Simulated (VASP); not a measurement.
# Pd (Fm-3m) in VASP: a series of runs

Pd is run at these levels: HF, BHLYP, r2SCAN0; tasks: single point.

All numbers are computed with VASP 6.6.1; they aren't measurements. Logs are shortened: lines on timing, memory, paths and dates and some standing lists are left out, and cuts for length are marked.

## Step 1: The cell of the first run

Symmetry: Fm-3m, No. 225, cubic system. The conventional cell has a = 3.919 Å, b = 3.919 Å, c = 3.919 Å, α = 90.00°, β = 90.00°, γ = 90.00°. Within 3.7 Å of Pd (site symmetry m-3m) lie 12 Pd at 2.77 Å.

## Step 2: Single point, HF

Input file POSCAR:

```
Pd
1.0
    0.0000000000      1.9593911042      1.9593911042
    1.9593911042      0.0000000000      1.9593911042
    1.9593911042      1.9593911042      0.0000000000
Pd
1
Direct
    0.0000000000      0.0000000000      0.0000000000
```

Input file INCAR.step1:

```
PREC     = Accurate       # precision mode
ENCUT    = 470            # plane-wave cutoff, eV
EDIFF    = 1E-5           # SCF threshold, eV
ISMEAR   = -1             # smearing method
SIGMA    = 0.05           # smearing width, eV
LREAL    = F              # projectors in reciprocal space
LASPH    = T              # aspherical terms in the spheres
NELM     = 120            # most SCF steps
ALGO     = Normal         # electronic algorithm
ISIF     = 2              # what is computed and relaxed
LWAVE    = T              # write WAVECAR
LCHARG   = F              # write CHGCAR
GGA      = PE             # functional
NBANDS   = 15             # bands
GGA_COMPAT= F
```

Input file INCAR.step2:

```
PREC     = Accurate       # precision mode
ENCUT    = 470            # plane-wave cutoff, eV
EDIFF    = 1E-6           # SCF threshold, eV
ISMEAR   = -1             # smearing method
SIGMA    = 0.05           # smearing width, eV
LREAL    = F              # projectors in reciprocal space
LASPH    = T              # aspherical terms in the spheres
NELM     = 120            # most SCF steps
ALGO     = Normal         # electronic algorithm
ISIF     = 2              # what is computed and relaxed
LWAVE    = F              # write WAVECAR
LCHARG   = F              # write CHGCAR
GGA      = PE             # functional
LHFCALC  = T              # exact exchange
AEXX     = 1.0            # exact-exchange fraction
ALDAC    = 0.0          
AGGAC    = 0.0          
PRECFOCK = Normal       
ISTART   = 1            
NBANDS   = 15             # bands
GGA_COMPAT= F
```

Input file KPOINTS:

```
Automatic mesh
0
Gamma
  6 6 6
```

Potentials or basis: VASP PAW PBE potentials, release 64 (Pd_sv_GW).

Command:

```sh
$ cat potpaw_PBE.64/Pd_sv_GW/POTCAR > POTCAR
$ cp INCAR.step1 INCAR
$ mpirun -np 1 vasp_std > vasp.out
$ cp INCAR.step2 INCAR
$ mpirun -np 1 vasp_std > vasp.out
```

OUTCAR:

```text
PREC = Accurate
   ENCUT = 470
   EDIFF = 1E-6
   ISMEAR = -1
   LREAL = F
   LASPH = T
   NELM = 120
   ISIF = 2
   GGA = PE
   LHFCALC = T
   AEXX = 1.0
   PRECFOCK = Normal
   ISTART = 1

 ion  position               nearest neighbor table
   1  0.000  0.000  0.000-

  LATTYP: Found a face centered cubic cell.
 ALAT       =     3.9187822084

  Lattice vectors:

 A1 = (   0.0000000000,   1.9593911042,   1.9593911042)
 A2 = (   1.9593911042,   0.0000000000,   1.9593911042)
 A3 = (   1.9593911042,   1.9593911042,   0.0000000000)

Analysis of symmetry for initial positions (statically):
=====================================================================
 Subroutine PRICEL returns:
 Original cell was already a primitive cell.

 Routine SETGRP: Setting up the symmetry group for a
 face centered cubic supercell.

 Subroutine GETGRP returns: Found 48 space group operations
 (whereof 48 operations were pure point group operations)
 out of a pool of 48 trial point group operations.

The static configuration has the point symmetry O_h .

Analysis of symmetry for dynamics (positions and initial velocities):
=====================================================================
 Subroutine PRICEL returns:
 Original cell was already a primitive cell.

 Routine SETGRP: Setting up the symmetry group for a
 face centered cubic supercell.

 Subroutine GETGRP returns: Found 48 space group operations
 (whereof 48 operations were pure point group operations)
 out of a pool of 48 trial point group operations.

The dynamic configuration has the point symmetry O_h .

 Subroutine INISYM returns: Found 48 space group operations
 (whereof 48 operations are pure point group operations),
 and found     1 'primitive' translations

----------------------------------------------------------------------------------------

                                     Primitive cell

  volume of cell :      15.0450

  direct lattice vectors                    reciprocal lattice vectors
     0.000000000  1.959391104  1.959391104    -0.255181316  0.255181316  0.255181316
     1.959391104  0.000000000  1.959391104     0.255181316 -0.255181316  0.255181316
     1.959391104  1.959391104  0.000000000     0.255181316  0.255181316 -0.255181316

  length of vectors
     2.770997474  2.770997474  2.770997474     0.441987004  0.441987004  0.441987004

  position of ions in fractional coordinates (direct lattice)
     0.000000000  0.000000000  0.000000000

  ion indices of the primitive-cell ions
   primitive index   ion index
                 1           1

----------------------------------------------------------------------------------------

 KPOINTS: Automatic mesh

Automatic generation of k-mesh.
 Grid dimensions read from file:
 generate k-points for:    6    6    6

 Generating k-lattice:

  Cartesian coordinates                     Fractional coordinates (reciprocal lattice)
    -0.042530219  0.042530219  0.042530219     0.166666667  0.000000000  0.000000000
     0.042530219 -0.042530219  0.042530219     0.000000000  0.166666667  0.000000000
     0.042530219  0.042530219 -0.042530219     0.000000000  0.000000000  0.166666667

  Length of vectors
     0.073664501  0.073664501  0.073664501

  Shift w.r.t. Gamma in fractional coordinates (k-lattice)
     0.000000000  0.000000000  0.000000000

 Subroutine IBZKPT returns following result:
 ===========================================

 Found     16 irreducible k-points:

 Following reciprocal coordinates:
            Coordinates               Weight
  0.000000  0.000000  0.000000      1.000000
  0.166667  0.000000  0.000000      8.000000
  0.333333  0.000000  0.000000      8.000000
  0.500000  0.000000  0.000000      4.000000
  0.166667  0.166667  0.000000      6.000000
  0.333333  0.166667  0.000000     24.000000
[... 8 lines left out ...]
 -0.333333  0.333333  0.166667     24.000000
 -0.333333  0.500000  0.166667     12.000000
   k-points           NKPTS =     16   k-points in BZ     NKDIM =    216   number of bands    NBANDS=     15
   number of dos      NEDOS =    301   number of ions     NIONS =      1
   total plane-waves  NPLWV =   8000
   dimension x,y,z NGX =    20 NGY =   20 NGZ =   20
   dimension x,y,z NGXF=    40 NGYF=   40 NGZF=   40
   ions per type =               1
   NGX,Y,Z   is equivalent  to a cutoff of  12.00, 12.00, 12.00 a.u.
   NGXF,Y,Z  is equivalent  to a cutoff of  24.00, 24.00, 24.00 a.u.
 SYSTEM =  unknown system
   PREC   = accura    normal or accurate (medium, high low for compatibility)
   ISTART =      1    job   : 0-new  1-cont  2-samecut
   ICHARG =      0    charge: 1-file 2-atom 10-const
   ISPIN  =      1    spin polarized calculation?
   LNONCOLLINEAR =      F non collinear calculations
   LSORBIT =      F    spin-orbit coupling
   LASPH  =      T    aspherical Exc in radial PAW
   ENCUT  =  470.0 eV  34.54 Ry    5.88 a.u.   4.90  4.90  4.90*2*pi/ulx,y,z
   NELM   =    120;   NELMIN=  2; NELMDL=  0     # of ELM steps
   EDIFF  = 0.1E-05   stopping-criterion for ELM
   LREAL  =      F    real-space projection
   EDIFFG = 0.1E-04   stopping-criterion for IOM
   NSW    =      0    number of steps for IOM
   IBRION =     -1    ionic relax: 0-MD 1-quasi-New 2-CG
   NFREE  =      0    steps in history (QN), initial steepest desc. (CG)
   ISIF   =      2    stress and relaxation
   ISYM   =      3    0-nonsym 1-usesym 2-fastsym
   POTIM  = 0.5000    time-step for ionic-motion
   TEBEG  =    0.0;   TEEND  =   0.0 temperature during run
   PSTRESS=    0.0 pullay stress
   NELECT =      18.0000    total number of electrons
   NUPDOWN=      -1.0000    fix difference up-down
   EMIN   =  10.00;   EMAX   =-10.00  energy-range for DOS
   EFERMI =   0.00;   METHOD = LEGACY
   ISMEAR =    -1;   SIGMA  =   0.05  broadening in eV -4-tet -1-fermi 0-gaus
   EFERMI_NEDOS =   21; number of points for ismear=-14 and -15
   IALGO  =     38    algorithm
   IMIX   =      1    mixing-type and parameters
     AMIX     =   0.40;   BMIX     =  1.00
     AMIX_MAG =   1.60;   BMIX_MAG =  1.00
  volume/ion in A,a.u.               =      15.05       101.53
  Fermi-wavevector in a.u.,A,eV,Ry     =   1.737939  3.284229 41.095473  3.020432
  Thomas-Fermi vector in A             =   2.811067
   LORBIT       =      0    0 simple, 1 ext, 2 COOP (PROOUT), +10 PAW based schemes
   GGA     = PE    functional components
   LHFCALC =     T    Hartree Fock is set to
   PRECFOCK=normal    Normal, Fast or Accurate (Low or Medium for compatibility)
   ENCUT4O =  -1.0   cutoff for four orbital integrals eV
   NKREDX  =     1    reduce k-point grid by
   NKREDY  =     1    reduce k-point grid by
   NKREDZ  =     1    reduce k-point grid by
   AEXX    =    1.0000 exact exchange contribution
   HFSCREEN=    0.0000 screening length (either q_TF or 0.3 A-1)
   HFSCREENC=   0.0000 screening length for correlation (either q_TF or 0.3 A-1)
   ENCUTFOCK=  -1.0 apply spherical cutoff to Coloumb kernel
   IVDW    =     0    specifies the selected vdW correction
   LEPSILON=     F    determine dielectric tensor
   LRPA    =     F    only Hartree local field effects (RPA)
 non-spin polarized calculation
  energy-cutoff  :      470.00
  volume of cell :       15.05
 maximum number of plane-waves:       355
  NGX = 16; NGY = 16; NGZ = 16

 number of electron      18.0000006 magnetization

 Free energy of the ion-electron system (eV)
  ---------------------------------------------------
  ext. energy  EPLUGINS =         0.00000000
  ---------------------------------------------------
  free energy    TOTEN  =         0.46957656 eV

  energy without entropy =        0.47629457  energy(sigma->0) =        0.47293557

 E-fermi :   6.4644     XC(G=0):   0.0000

 val. band max:        5.9972737235   @ k =   0.3333   0.1667   0.0000
 cond. band min:       6.5087723456   @ k =   0.5000   0.1667   0.0000
 fundamental gap:      0.5114986221
 Fermi energy:         6.4644283752

 k-point     1 :       0.0000    0.0000    0.0000
  band No.  band energies     occupation
      1     -95.8997      2.00000
      2     -55.9498      2.00000
      3     -55.9498      2.00000
      4     -55.9498      2.00000
      5      -2.4495      2.00000
      6       0.3624      2.00000
      7       0.3624      2.00000
      8       0.3624      2.00000
      9       1.3759      2.00000
     10       1.3759      2.00000
     11      31.4646      0.00000
     12      36.7795      0.00000
     13      36.7795      0.00000
     14      36.7795      0.00000
     15      42.5247      0.00000

 k-point     2 :       0.1667    0.0000    0.0000
  band No.  band energies     occupation
      1     -95.8778      2.00000
      2     -56.1226      2.00000
      3     -55.9776      2.00000
      4     -55.9776      2.00000
      5      -1.3179      2.00000
      6       0.5518      2.00000
      7       0.5809      2.00000
      8       0.5809      2.00000
      9       1.5741      2.00000
     10       1.5741      2.00000
     11      32.1467      0.00000
     12      33.0012      0.00000
     13      38.1470      0.00000
     14      38.1470      0.00000
     15      42.3181      0.00000

 k-point     3 :       0.3333    0.0000    0.0000
  band No.  band energies     occupation
      1     -95.8336      2.00000
      2     -56.4656      2.00000
      3     -56.0372      2.00000
      4     -56.0372      2.00000
      5      -1.7516      2.00000
      6       0.0496      2.00000
      7       0.0496      2.00000
      8       3.3557      2.00000
      9       3.3557      2.00000
     10       5.4375      2.00000
     11      26.2784      0.00000
     12      31.8955      0.00000
     13      38.5613      0.00000
     14      38.5613      0.00000
     15      41.8853      0.00000
[... 199 lines left out ...]
 k-point    15 :      -0.3333    0.3333    0.1667
  band No.  band energies     occupation
      1     -95.7907      2.00000
      2     -56.4960      2.00000
      3     -56.3255      2.00000
      4     -56.1702      2.00000
      5      -1.5578      2.00000
      6      -0.4281      2.00000
      7       0.8934      2.00000
      8       1.5002      2.00000
      9       5.1797      2.00000
     10      19.7345      0.00000
     11      21.8776      0.00000
     12      28.7562      0.00000
     13      28.8321      0.00000
     14      37.9774      0.00000
     15      41.8712      0.00000

 k-point    16 :      -0.3333    0.5000    0.1667
  band No.  band energies     occupation
      1     -95.7837      2.00000
      2     -56.5087      2.00000
      3     -56.3231      2.00000
      4     -56.2342      2.00000
      5      -2.3883      2.00000
      6      -1.2856      2.00000
      7       2.0917      2.00000
      8       2.4821      2.00000
      9       8.5817      0.00000
     10      20.2582      0.00000
     11      25.2546      0.00000
     12      25.5595      0.00000
     13      26.2309      0.00000
     14      39.2669      0.00000
     15      42.4024      0.00000

------------------------ aborting loop because EDIFF is reached ----------------------------------------

  FORCE on cell =-STRESS in cart. coord.  units (eV):
  Direction    XX          YY          ZZ          XY          YZ          ZX
  --------------------------------------------------------------------------------------
  -------------------------------------------------------------------------------------
  Total        0.3614169      0.3614169      0.3614169     -0.0000000     -0.0000000      0.0000000
  in kB       38.4880266     38.4880266     38.4880266     -0.0000000     -0.0000000      0.0000000
  external PRESSURE =      38.4880266 kB  Pullay stress =       0.0000000 kB

 VOLUME and BASIS-vectors are now :
 -----------------------------------------------------------------------------
  energy-cutoff  :      470.00
  volume of cell :       15.05
      direct lattice vectors                 reciprocal lattice vectors
     0.000000000  1.959391104  1.959391104    -0.255181316  0.255181316  0.255181316
     1.959391104  0.000000000  1.959391104     0.255181316 -0.255181316  0.255181316
     1.959391104  1.959391104  0.000000000     0.255181316  0.255181316 -0.255181316

 POSITION                                       TOTAL-FORCE (eV/Angst)
 -----------------------------------------------------------------------------------
      0.00000      0.00000      0.00000        -0.000000     -0.000000     -0.000000
 -----------------------------------------------------------------------------------
    total drift:                                0.000001      0.000002      0.000001

  FREE ENERGIE OF THE ION-ELECTRON SYSTEM (eV)
  ---------------------------------------------------
  free  energy   TOTEN  =         0.4695765626 eV

  energy  without entropy=        0.4762945691  energy(sigma->0) =        0.47293557
```

Wall time 11 min (1 thread of Intel Xeon 6975P-C (Granite Rapids), shared host); peak memory 0.14 GiB.

Results:

* Free energy: 0.4696 eV
* Pressure: 3.8 GPa
* Band gap on the k mesh: zero (bands 9 and 10 overlap by 7.52 eV)

Levels at points of the mesh, in eV from the Fermi level:
```csv
k point,band 5,band 6,band 7,band 8,band 9,band 10,band 11,band 12,band 13,band 14
"(0.00, 0.00, 0.00)",-8.91,-6.10,-6.10,-6.10,-5.09,-5.09,25.00,30.32,30.32,30.32
"(0.50, 0.00, 0.00)",-8.66,-6.72,-6.72,-1.84,-1.84,6.18,15.05,24.29,29.94,29.94
"(0.50, 0.50, 0.00)",-9.76,-8.96,-3.35,2.43,2.43,9.51,18.93,21.37,21.37,31.08
```

Caveat: the k points lie up to 0.46 Å⁻¹ apart, too coarse for converged energies and pressures of a metal; the PAW data sets were made with another functional, which shifts forces and pressure a little.

## Step 3: Single point, BHLYP

This run uses another cell than the first one, of 14.75 Å³/atom.

Input file POSCAR:

```
Pd
1.0
    0.0000000000      1.9465000000      1.9465000000
    1.9465000000      0.0000000000      1.9465000000
    1.9465000000      1.9465000000      0.0000000000
Pd
1
Direct
    0.0000000000      0.0000000000      0.0000000000
```

Input file INCAR.step1:

```
PREC = Accurate
ENCUT = 470
EDIFF = 1E-5
ISMEAR = -1
SIGMA = 0.05
LREAL = False
LASPH = True
NELM = 120
ALGO = Normal
ISIF = 2
LWAVE = True
NBANDS = 15
GGA = PE
GGA_COMPAT = False
```

Input file INCAR.step2:

```
PREC = Accurate
ENCUT = 470
EDIFF = 1E-6
ISMEAR = -1
SIGMA = 0.05
LREAL = False
LASPH = True
NELM = 120
ALGO = Normal
ISIF = 2
LWAVE = False
LCHARG = True
GGA = B5
LHFCALC = True
AEXX = 0.5
ALDAX = 0.5
AGGAX = 0.5
AGGAC = 1.0
ALDAC = 0.0
PRECFOCK = Normal
LELF = True
LVHAR = True
NBANDS = 15
ISTART = 1
GGA_COMPAT = False
```

Input file KPOINTS:

```
Automatic mesh
0
Gamma
  7 7 7
```

Potentials or basis: VASP PAW PBE potentials, release 64 (Pd_sv_GW).

Command:

```sh
$ cat potpaw_PBE.64/Pd_sv_GW/POTCAR > POTCAR
$ cp INCAR.step1 INCAR
$ mpirun -np 1 vasp_std > vasp.out
$ cp INCAR.step2 INCAR
$ mpirun -np 1 vasp_std > vasp.out
```

It took 16 min on 1 thread of Intel Xeon 6975P-C (Granite Rapids), shared host; peak memory 0.14 GiB.

Results (log left out):

```yaml
Free_energy: -1.7952 eV
Pressure: 4.8 GPa
Band_gap_on_the_k_mesh: zero (bands 9 and 10 overlap by 4.15 eV)
```

Levels at points of the mesh, in eV from the Fermi level:
```csv
k point,band 5,band 6,band 7,band 8,band 9,band 10,band 11,band 12,band 13,band 14
"(0.00, 0.00, 0.00)",-8.59,-5.01,-5.01,-5.01,-3.59,-3.59,20.56,25.56,25.56,25.56
```

Caveat: the k points lie up to 0.40 Å⁻¹ apart, too coarse for converged energies and pressures of a metal; the PAW data sets were made with another functional, which shifts forces and pressure a little.

[end of part 1 of 2]

The gap in the log of VASP goes by the Fermi energy; the results here count the filled bands.